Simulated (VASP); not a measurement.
Input of a VASP 6.6.1 run:

Contents of POSCAR:

```
SnO2
1.0
    0.0000000000      2.5334672578      2.5334672578
    2.5334672578      0.0000000000      2.5334672578
    2.5334672578      2.5334672578      0.0000000000
Sn O
1 2
Direct
    0.0000000000      0.0000000000      0.0000000000
    0.7500000000      0.7500000000      0.7500000000
    0.2500000000      0.2500000000      0.2500000000
```

File INCAR.step1:

```
ALGO     = Normal         # electronic algorithm
EDIFF    = 1E-4           # SCF threshold, eV
ENCUT    = 520            # plane-wave cutoff, eV
GGA      = PE             # functional
ISMEAR   = 0              # smearing method
LASPH    = T              # aspherical terms in the spheres
LCHARG   = F              # write CHGCAR
LREAL    = F              # projectors in reciprocal space
LWAVE    = T              # write WAVECAR
NBANDS   = 20             # bands
NELM     = 60             # most SCF steps
PREC     = Accurate       # precision mode
SIGMA    = 0.01           # smearing width, eV
```

File INCAR.step2:

```
ALGO     = Normal         # electronic algorithm
EDIFF    = 1E-6           # SCF threshold, eV
ENCUT    = 520            # plane-wave cutoff, eV
ISIF     = 2              # what is computed and relaxed
ISMEAR   = 0              # smearing method
ISTART   = 1            
LASPH    = T              # aspherical terms in the spheres
LCHARG   = F              # write CHGCAR
LMIXTAU  = T            
LREAL    = F              # projectors in reciprocal space
LWAVE    = F              # write WAVECAR
METAGGA  = R2SCAN         # meta-GGA
NBANDS   = 20             # bands
NELM     = 60             # most SCF steps
PREC     = Accurate       # precision mode
SIGMA    = 0.01           # smearing width, eV
```

File KPOINTS:

```
k-points
0
Gamma
  8 8 8
```

Potentials or basis: VASP PAW PBE potentials, release 64 (Sn_d, O).

Command:

```console
$ cat potpaw_PBE.64/Sn_d/POTCAR potpaw_PBE.64/O/POTCAR > POTCAR
$ cp INCAR.step1 INCAR
$ mpirun -np 1 vasp_std > vasp.out
$ cp INCAR.step2 INCAR
$ mpirun -np 1 vasp_std > vasp.out
```

(1) Estimate the band gap on the k mesh.

(2) What does it give for the pressure?

Results:

(1) 0.86 eV, indirect (least direct gap 2.29 eV).

(2) 1.4 GPa.

Caveat: the PAW data sets were made with another functional, which shifts forces and pressure a little; spin-orbit coupling is left out, which moves the levels of the heavy elements.
